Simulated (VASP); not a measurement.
A run of VASP 6.6.1:

INCAR

```
SYSTEM = Ga4AsN3
  PREC = Accurate
  ENCUT = 520
  EDIFF = 1E-7
  ISMEAR = -1
  SIGMA = 0.02
  LREAL = .FALSE.
  LASPH = .TRUE.
  NELM = 80
  ALGO = Normal
  ISIF = 2
  LWAVE = .FALSE.
  LCHARG = .FALSE.
  GGA = PE
  NBANDS = 46
```

Contents of KPOINTS:

```
regular mesh
0
G
  8 8 4
  0 0 0
```

The input POSCAR:

```
Ga4AsN3
1.0
    5.6921471568     -1.7036412536     -0.0057974927
    5.6921471568      1.7036412536     -0.0057974927
   -1.0408986778      0.0000000000      5.8901320389
N As Ga
3 1 4
Direct
    0.0074117564      0.0074117564      0.0182385874
    0.4925505579      0.4925505579      0.4840868105
    0.7484494145      0.7484494145      0.2490915279
    0.2540119499      0.2540119499      0.7529811863
    0.4666080449      0.4666080449      0.8233671924
    0.9293852361      0.9293852361      0.3110759372
    0.1838023912      0.1838023912      0.0988807981
    0.6677806491      0.6677806491      0.5122779601
```

Potentials or basis: VASP PAW PBE potentials, release 64 (N, As, Ga_d).

Command:

```sh
$ cat potpaw_PBE.64/N/POTCAR potpaw_PBE.64/As/POTCAR potpaw_PBE.64/Ga_d/POTCAR > POTCAR
$ mpirun -np 1 vasp_std > vasp.out
```

Hardware: 1 thread of Intel Xeon 6975P-C, with other jobs on the host.

**Question.** Estimate the wall time of this run.

**Answer.** It took 13 min on 1 thread of Intel Xeon 6975P-C, on a shared host, peak memory 0.55 GiB. Counts: scf iterations 18, k points 78.
